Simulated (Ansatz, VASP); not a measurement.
TiOsC4N4: VASP beside Ansatz

```
CELL_PARAMETERS angstrom
7.43669 0.00000 0.00000
0.00000 7.43669 0.00000
0.00000 0.00000 2.95712
ATOMIC_POSITIONS crystal
Ti 0.00000 0.00000 0.00000
Os 0.50000 0.50000 0.00000
C 0.20246 0.79754 0.00000
C 0.79754 0.20246 0.00000
C 0.20246 0.20246 0.00000
C 0.79754 0.79754 0.00000
N 0.31461 0.68539 0.00000
N 0.68539 0.31461 0.00000
N 0.31461 0.31461 0.00000
N 0.68539 0.68539 0.00000
```

Alike in both runs: functional PBE; k mesh 6 × 6 × 12; occupations gaussian, width 0.1 eV; no spin polarisation.

Ansatz relaxed the structure, and its values are those at the end. VASP's run is a single point on that final structure, the one shown.

```csv
,VASP,Ansatz
version,VASP 6.6.1,Ansatz 0.2.0
potentials or method,"VASP PAW PBE potentials, release 64 (Ti_sv, Os, C, N), cutoff 520 eV","scalar-relativistic, plane waves, PAW"
valence electrons in the cell,56,64
```

|  | VASP | Ansatz | Ansatz less VASP |
| --- | --- | --- | --- |
| gap on the k mesh at the Fermi level (eV) | none | none | - |
| pressure (GPa) | 0.7 | 0.0 | -0.69 |
| rms of the force components (eV/Å) | 0.116 | 0.002 | -0.1140 |

A gap of «none» marks a metal or a gap that the smearing closes. With one functional, cell and mesh, what is left measures potentials, basis and numerics. VASP's potentials hold 56 valence electrons a cell and Ansatz's 64, so a difference there can come from the potentials and not from the codes.

Spin-orbit coupling is off throughout. Noted on VASP's run: the standard files for N, O and F lose accuracy on very short bonds.
